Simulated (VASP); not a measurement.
## KTaO$_{3}$ (cubic perovskite): one PBE single-point calculation in two programs

```yaml
crystal:
  lattice:
    - [3.99013, 0.00000, 0.00000]
    - [0.00000, 3.99013, 0.00000]
    - [0.00000, 0.00000, 3.99013]
  atoms:
    - { symbol: K, position: [0.00000, 0.00000, 0.00000] }
    - { symbol: Ta, position: [0.50000, 0.50000, 0.50000] }
    - { symbol: O, position: [0.50000, 0.50000, 0.00000] }
    - { symbol: O, position: [0.50000, 0.00000, 0.50000] }
    - { symbol: O, position: [0.00000, 0.50000, 0.50000] }
```

Each program uses its own PAW datasets. VASP's cell holds 38 valence electrons and Ansatz's 40. Ansatz's stress includes a Pulay correction; VASP's doesn't. Ansatz solved a whole band path, VASP its corner points and band edges.

Cutoffs: 520 eV in VASP, 420 eV in Ansatz. k meshes: 6×6×6 and 6×6×6.

```csv
,VASP,Ansatz
gap between bands v and c,2.17 eV,2.22 eV
least direct gap,2.79 eV,2.83 eV
pressure,5.8 GPa,5.1 GPa
```

Band v is the last that the valence electrons fill when counted band by band, and c is the next. Levels in eV from the top of v, Ansatz:

```tsv
point	v−1	v	c	c+1
Γ	-0.61	-0.61	2.22	2.22
X	-0.83	-0.83	2.38	5.04
M	-1.42	-0.04	5.08	5.08
R	0.00	0.00	6.50	6.50
```

VASP:

| point | v−1 | v | c | c+1 |
| --- | --- | --- | --- | --- |
| Γ | -0.62 | -0.62 | 2.17 | 2.17 |
| X | -0.85 | -0.85 | 2.33 | 5.01 |
| M | -1.43 | -0.04 | 5.05 | 5.05 |
| R | 0.00 | 0.00 | 6.46 | 6.46 |

VASP's potentials hold 38 valence electrons a cell and Ansatz's 40, so a difference between the two programs can come from the potentials and not from the codes.
